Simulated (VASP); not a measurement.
# Hf (P-1) in VASP: single point with PBEsol

Aim: the single point of Hf with PBEsol.

Program: VASP 6.6.1. These are calculated values, not measurements. Logs are shortened: lines on timing, memory, paths and dates and some standing lists are left out, and cuts for length are marked.

## 1. The cell of the first run

The typed cell holds 2 atoms: a = 3.197 Å, b = 3.238 Å, c = 5.059 Å, α = 90.62°, β = 91.71°, γ = 121.27°.

## 2. Single point, PBEsol (equal xy, yz and zx shear strains of -3 %)

INCAR

```
SYSTEM = Hf
PREC     = Accurate       ! precision mode
ENCUT    = 520            ! plane-wave cutoff, eV
EDIFF    = 1E-6           ! SCF threshold, eV
ISMEAR   = -1             ! smearing method
SIGMA    = 0.05           ! smearing width, eV
LREAL    = .FALSE.        ! projectors in reciprocal space
LASPH    = .TRUE.         ! aspherical terms in the spheres
NELM     = 100            ! most SCF steps
ALGO     = Normal         ! electronic algorithm
ISIF     = 2              ! what is computed and relaxed
LWAVE    = .FALSE.        ! write WAVECAR
LCHARG   = .FALSE.        ! write CHGCAR
GGA      = PS             ! functional
NBANDS   = 17             ! bands
```

KPOINTS

```
regular mesh
0
G
  13 13 7
  0 0 0
```

POSCAR

```
Hf
1.0
    3.1966985242     -0.0479504779     -0.0479504779
   -1.6398755940      2.7923973691     -0.0175510930
   -0.0758670000     -0.0758670000      5.0578000000
Hf
2
Direct
    0.3333333333      0.6666666667      0.2500000000
    0.6666666667      0.3333333333      0.7500000000
```

Potentials or basis: VASP PAW PBE potentials, release 64 (Hf_pv).

Command:

```bash
cat potpaw_PBE.64/Hf_pv/POTCAR > POTCAR
mpirun -np 1 vasp_std > vasp.out
```

OUTCAR:

```text
SYSTEM = Hf
   PREC = Accurate
   ENCUT = 520
   EDIFF = 1E-6
   ISMEAR = -1
   LREAL = .FALSE.
   LASPH = .TRUE.
   NELM = 100
   ISIF = 2
   GGA = PS

 ion  position               nearest neighbor table
   1  0.333  0.667  0.250-   2 3.06   2 3.09   2 3.13   2 3.16   2 3.18   2 3.18
   2  0.667  0.333  0.750-   1 3.06   1 3.09   1 3.13   1 3.16   1 3.18   1 3.18

  LATTYP: Found a triclinic cell.
 ALAT       =     3.2383611707
 B/A-ratio  =     2.3503363894
 C/A-ratio  =     0.9873567314
 COS(alpha) =     0.0018735893
 COS(beta)  =     0.5191268021
 COS(gamma) =     0.6400101859

  Lattice vectors:

 A1 = (  -1.6398755940,   2.7923973691,  -0.0175510930)
 A2 = (  -0.0071856638,   5.6127112603,  -5.1408526639)
 A3 = (  -3.1966985242,   0.0479504779,   0.0479504779)

Analysis of symmetry for initial positions (statically):
=====================================================================
 Subroutine PRICEL returns:
 Original cell was already a primitive cell.

 Routine SETGRP: Setting up the symmetry group for a
 triclinic supercell.

 Subroutine GETGRP returns: Found  2 space group operations
 (whereof  2 operations were pure point group operations)
 out of a pool of  2 trial point group operations.

The static configuration has the point symmetry S_2 .

Analysis of symmetry for dynamics (positions and initial velocities):
=====================================================================
 Subroutine PRICEL returns:
 Original cell was already a primitive cell.

 Routine SETGRP: Setting up the symmetry group for a
 triclinic supercell.

 Subroutine GETGRP returns: Found  2 space group operations
 (whereof  2 operations were pure point group operations)
 out of a pool of  2 trial point group operations.

The dynamic configuration has the point symmetry S_2 .

 Subroutine INISYM returns: Found  2 space group operations
 (whereof  2 operations are pure point group operations),
 and found     1 'primitive' translations

----------------------------------------------------------------------------------------

                                     Primitive cell

  volume of cell :      44.7301

  direct lattice vectors                    reciprocal lattice vectors
     3.196698524 -0.047950478 -0.047950478     0.315717359  0.185456819  0.007517613
    -1.639875594  2.792397369 -0.017551093     0.005503274  0.361381688  0.005503274
    -0.075867000 -0.075867000  5.057800000     0.003012256  0.003012256  0.197804789

  length of vectors
     3.197417700  3.238361171  5.058937877     0.366235167  0.361465484  0.197850656

  position of ions in fractional coordinates (direct lattice)
     0.333333333  0.666666667  0.250000000
     0.666666667  0.333333333  0.750000000

  ion indices of the primitive-cell ions
   primitive index   ion index
                 1           1
                 2           2

----------------------------------------------------------------------------------------

 KPOINTS: regular mesh

Automatic generation of k-mesh.
 Grid dimensions read from file:
 generate k-points for:   13   13    7

 Generating k-lattice:

  Cartesian coordinates                     Fractional coordinates (reciprocal lattice)
     0.024285951  0.014265909  0.000578278     0.076923077  0.000000000  0.000000000
     0.000423329  0.027798591  0.000423329    -0.000000000  0.076923077  0.000000000
     0.000430322  0.000430322  0.028257827     0.000000000  0.000000000  0.142857143

  Length of vectors
     0.028171936  0.027805037  0.028264379

  Shift w.r.t. Gamma in fractional coordinates (k-lattice)
     0.000000000  0.000000000  0.000000000

 Subroutine IBZKPT returns following result:
 ===========================================

 Found    592 irreducible k-points:

 Following reciprocal coordinates:
            Coordinates               Weight
  0.000000  0.000000  0.000000      1.000000
  0.076923  0.000000 -0.000000      2.000000
  0.153846 -0.000000  0.000000      2.000000
  0.230769  0.000000 -0.000000      2.000000
  0.307692 -0.000000  0.000000      2.000000
  0.384615  0.000000 -0.000000      2.000000
[... 16 lines left out ...]
  0.153846  0.153846 -0.000000      2.000000
  0.230769  0.153846 -0.000000      2.000000
 [... further k-points ...]
   k-points           NKPTS =    592   k-points in BZ     NKDIM =    592   number of bands    NBANDS=     17
   number of dos      NEDOS =    301   number of ions     NIONS =      2
   total plane-waves  NPLWV =  23040
   dimension x,y,z NGX =    24 NGY =   24 NGZ =   40
   dimension x,y,z NGXF=    48 NGYF=   48 NGZF=   80
   ions per type =               2
   NGX,Y,Z   is equivalent  to a cutoff of  12.48, 12.32, 13.14 a.u.
   NGXF,Y,Z  is equivalent  to a cutoff of  24.96, 24.64, 26.29 a.u.
 SYSTEM =  Hf
   PREC   = accura    normal or accurate (medium, high low for compatibility)
   ISTART =      0    job   : 0-new  1-cont  2-samecut
   ICHARG =      2    charge: 1-file 2-atom 10-const
   ISPIN  =      1    spin polarized calculation?
   LNONCOLLINEAR =      F non collinear calculations
   LSORBIT =      F    spin-orbit coupling
   LASPH  =      T    aspherical Exc in radial PAW
   ENCUT  =  520.0 eV  38.22 Ry    6.18 a.u.   5.95  6.02  9.41*2*pi/ulx,y,z
   NELM   =    100;   NELMIN=  2; NELMDL= -5     # of ELM steps
   EDIFF  = 0.1E-05   stopping-criterion for ELM
   LREAL  =      F    real-space projection
   EDIFFG = 0.1E-04   stopping-criterion for IOM
   NSW    =      0    number of steps for IOM
   IBRION =     -1    ionic relax: 0-MD 1-quasi-New 2-CG
   NFREE  =      0    steps in history (QN), initial steepest desc. (CG)
   ISIF   =      2    stress and relaxation
   ISYM   =      2    0-nonsym 1-usesym 2-fastsym
   POTIM  = 0.5000    time-step for ionic-motion
   TEBEG  =    0.0;   TEEND  =   0.0 temperature during run
   PSTRESS=    0.0 pullay stress
   NELECT =      20.0000    total number of electrons
   NUPDOWN=      -1.0000    fix difference up-down
   EMIN   =  10.00;   EMAX   =-10.00  energy-range for DOS
   EFERMI =   0.00;   METHOD = LEGACY
   ISMEAR =    -1;   SIGMA  =   0.05  broadening in eV -4-tet -1-fermi 0-gaus
   EFERMI_NEDOS =   21; number of points for ismear=-14 and -15
   IALGO  =     38    algorithm
   IMIX   =      4    mixing-type and parameters
     AMIX     =   0.40;   BMIX     =  1.00
     AMIX_MAG =   1.60;   BMIX_MAG =  1.00
  volume/ion in A,a.u.               =      22.37       150.93
  Fermi-wavevector in a.u.,A,eV,Ry     =   1.251848  2.365650 21.322016  1.567124
  Thomas-Fermi vector in A             =   2.385776
   LORBIT       =      0    0 simple, 1 ext, 2 COOP (PROOUT), +10 PAW based schemes
   GGA     = PS    functional components
   LHFCALC =     F    Hartree Fock is set to
   AEXX    =    0.0000 exact exchange contribution
   IVDW    =     0    specifies the selected vdW correction
   LEPSILON=     F    determine dielectric tensor
   LRPA    =     F    only Hartree local field effects (RPA)
 non-spin polarized calculation
  energy-cutoff  :      520.00
  volume of cell :       44.73
 maximum number of plane-waves:      1223
   NGX = 11   NGY = 13   NGZ = 19

 number of electron      20.0000002 magnetization

 Free energy of the ion-electron system (eV)
  ---------------------------------------------------
  ext. energy  EPLUGINS =         0.00000000
  ---------------------------------------------------
  free energy    TOTEN  =       -20.96936190 eV

  energy without entropy =      -20.95574771  energy(sigma->0) =      -20.96255480

 E-fermi :   4.7502     XC(G=0): -11.3917

 val. band max:        4.7494771073   @ k =  -0.2308  -0.3077   0.4286
 cond. band min:       4.7508614659   @ k =   0.3846   0.2308   0.2857
 fundamental gap:      0.0013843586
 Fermi energy:         4.7502062622

 k-point     1 :       0.0000    0.0000    0.0000
  band No.  band energies     occupation
      1     -26.2746      2.00000
      2     -25.5370      2.00000
      3     -25.5025      2.00000
      4     -25.4090      2.00000
      5     -25.4026      2.00000
      6     -25.3631      2.00000
[... 9 lines left out ...]
     16       7.5158      0.00000
     17       9.9871      0.00000

 k-point     2 :       0.0769    0.0000   -0.0000
  band No.  band energies     occupation
      1     -26.2584      2.00000
      2     -25.5516      2.00000
      3     -25.5349      2.00000
      4     -25.4262      2.00000
      5     -25.4127      2.00000
      6     -25.3844      2.00000
[... 9 lines left out ...]
     16       7.3187      0.00000
     17      10.1453      0.00000

 k-point     3 :       0.1538   -0.0000    0.0000
  band No.  band energies     occupation
      1     -26.2117      2.00000
      2     -25.6360      2.00000
      3     -25.5796      2.00000
      4     -25.5157      2.00000
      5     -25.4289      2.00000
      6     -25.4139      2.00000
[... 9 lines left out ...]
     16       7.2312      0.00000
     17      10.4649      0.00000

 k-point     4 :       0.2308    0.0000   -0.0000
  band No.  band energies     occupation
      1     -26.1401      2.00000
      2     -25.7707      2.00000
      3     -25.6474      2.00000
      4     -25.6244      2.00000
      5     -25.4589      2.00000
      6     -25.4448      2.00000
[... 9 lines left out ...]
     16       7.9746      0.00000
     17      10.7691      0.00000
[... 343 lines left out ...]
      1     -26.1692      2.00000
      2     -25.7185      2.00000
      3     -25.6452      2.00000
      4     -25.5587      2.00000
      5     -25.4490      2.00000
      6     -25.4260      2.00000
[... 9 lines left out ...]
     16       7.8838      0.00000
     17      10.5876      0.00000

 k-point    23 :       0.1538    0.1538   -0.0000
  band No.  band energies     occupation
      1     -26.1004      2.00000
      2     -25.8033      2.00000
      3     -25.7776      2.00000
      4     -25.5977      2.00000
      5     -25.4831      2.00000
      6     -25.4711      2.00000
[... 9 lines left out ...]
     16       8.8168      0.00000
     17      10.6767      0.00000

 k-point    24 :       0.2308    0.1538   -0.0000
  band No.  band energies     occupation
      1     -26.0171      2.00000
      2     -25.9135      2.00000
      3     -25.8686      2.00000
      4     -25.6592      2.00000
      5     -25.5274      2.00000
      6     -25.5220      2.00000
[... 9 lines left out ...]
     16       9.9507      0.00000
     17      10.7614      0.00000

 [... further k-points ...]

------------------------ aborting loop because EDIFF is reached ----------------------------------------

  FORCE on cell =-STRESS in cart. coord.  units (eV):
  Direction    XX          YY          ZZ          XY          YZ          ZX
  --------------------------------------------------------------------------------------
  -------------------------------------------------------------------------------------
  Total       -1.1104433     -1.0968484     -1.1760605      0.5719319      0.4247177      0.4300029
  in kB      -39.7747540    -39.2878004    -42.1250850     20.4859176     15.2128806     15.4021904
  external PRESSURE =     -40.3958798 kB  Pullay stress =       0.0000000 kB

 VOLUME and BASIS-vectors are now :
 -----------------------------------------------------------------------------
  energy-cutoff  :      520.00
  volume of cell :       44.73
      direct lattice vectors                 reciprocal lattice vectors
     3.196698524 -0.047950478 -0.047950478     0.315717359  0.185456819  0.007517613
    -1.639875594  2.792397369 -0.017551093     0.005503274  0.361381688  0.005503274
    -0.075867000 -0.075867000  5.057800000     0.003012256  0.003012256  0.197804789

 POSITION                                       TOTAL-FORCE (eV/Angst)
 -----------------------------------------------------------------------------------
     -0.04665      1.82665      1.23677         0.080085      0.002756      0.018663
      1.52761      0.84193      3.75553        -0.080085     -0.002756     -0.018663
 -----------------------------------------------------------------------------------
    total drift:                               -0.000000      0.000000     -0.000000

  FREE ENERGIE OF THE ION-ELECTRON SYSTEM (eV)
  ---------------------------------------------------
  free  energy   TOTEN  =       -20.9693618965 eV

  energy  without entropy=      -20.9557477069  energy(sigma->0) =      -20.96255480
```

Run time: 6.3 min. Hardware: 1 thread of Intel Xeon 8259CL, shared host; peak memory 0.46 GiB.

Results:

* Free energy: -20.9694 eV
* Pressure: -4.0 GPa
* Largest force: 0.082 eV/Å
* Band gap on the k mesh: zero (bands 10 and 11 overlap by 1.35 eV)

Forces on the atoms (eV/Å):
```
Hf   0.080  0.003  0.019
Hf  -0.080 -0.003 -0.019
```

Stress tensor (GPa, compression positive):
```
-3.98  2.05  1.54
 2.05 -3.93  1.52
 1.54  1.52 -4.21
```

Caveat: the cell differs from its parent crystal (equal xy, yz and zx shear strains of -3 %); the cell stands under tension; the PAW data sets were made with another functional, which shifts forces and pressure a little; spin-orbit coupling is left out, which moves the levels of the heavy elements.
